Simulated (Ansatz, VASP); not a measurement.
## TiTe2: VASP beside Ansatz

INCAR

```
SYSTEM = TiTe2
PREC = Accurate
ENCUT = 600
EDIFF = 1E-6
ISMEAR = -1
SIGMA = 0.1
LREAL = .FALSE.
LASPH = .TRUE.
NELM = 80
ALGO = Normal
ISIF = 3
LWAVE = .FALSE.
LCHARG = .FALSE.
GGA = CA
IBRION = 2
NSW = 80
EDIFFG = -0.01
```

KPOINTS

```
Automatic mesh
0
G
  10 10 5
  0 0 0
```

File POSCAR:

```
TiTe2
1.0
    3.7770000000      0.0000000000      0.0000000000
   -1.8885000000      3.2709779500      0.0000000000
    0.0000000000      0.0000000000      6.4980000000
Ti Te
1 2
Direct
    0.0000000000      0.0000000000      0.0000000000
    0.6666666700      0.3333333300      0.2628000000
    0.3333333300      0.6666666700      0.7372000000
```

Input for Ansatz:

```yaml
crystal:
  lattice:
    - [3.777, 0.0, 0.0]
    - [-1.8885, 3.27097795, 0.0]
    - [0.0, 0.0, 6.498]
  atoms:
    - { symbol: Ti, position: [0.0, 0.0, 0.0] }
    - { symbol: Te, position: [0.66666667, 0.33333333, 0.2628] }
    - { symbol: Te, position: [0.33333333, 0.66666667, 0.7372] }
  symmetry: { tolerance: 0.0003 }
hamiltonian:
  xc: lda
  pseudopotentials: { kind: paw, azcp: { folder: soft_1 } }
basis:
  ecutwfc: 420
magnetization:
  spin_polarized: false
scf:
  occupations: { method: fermi_dirac, width: 0.1 }
kpoints:
  mp_grid: { grid: [10, 10, 5], shift: [0, 0, 0] }
output:
  forces: true
  stress: true
  eigenvalues: true
relax:
  max_steps: 60
  cell: {}
```

Alike in both runs: task relaxation of cell and atoms; functional LDA; k mesh 10 × 10 × 5; occupations fermi-dirac, width 0.1 eV; no spin polarisation.

```csv
,VASP,Ansatz
version,VASP 6.6.1,Ansatz 0.2.0
potentials or method,"VASP PAW LDA potentials, release 64 (Ti_sv, Te), cutoff 600 eV",PAW plane waves
valence electrons in the cell,24,44
```

Ansatz gave:

```
gap on the k mesh at the Fermi level, each at its own relaxed structure (eV) : none
relaxed volume (Å³/atom)                                                     : 24.61
relaxed cell length with the largest relative difference (Å)                 : 6.333
```

Question: What did VASP give for the same quantities?

Answer: gap on the k mesh at the Fermi level, each at its own relaxed structure (eV): none; relaxed volume (Å³/atom): 24.60; relaxed cell length with the largest relative difference (Å): 6.329.

Ansatz warns that its potentials were made for another functional, while VASP's fit it. LDA's correlation is that of Perdew and Zunger in VASP and of Perdew and Wang (1992) in Ansatz. A gap of «none» marks a metal or a gap that the smearing closes. VASP's potentials hold 24 valence electrons a cell and Ansatz's 44, so a difference there can come from the potentials and not from the codes.

Neither program's run includes spin-orbit coupling.
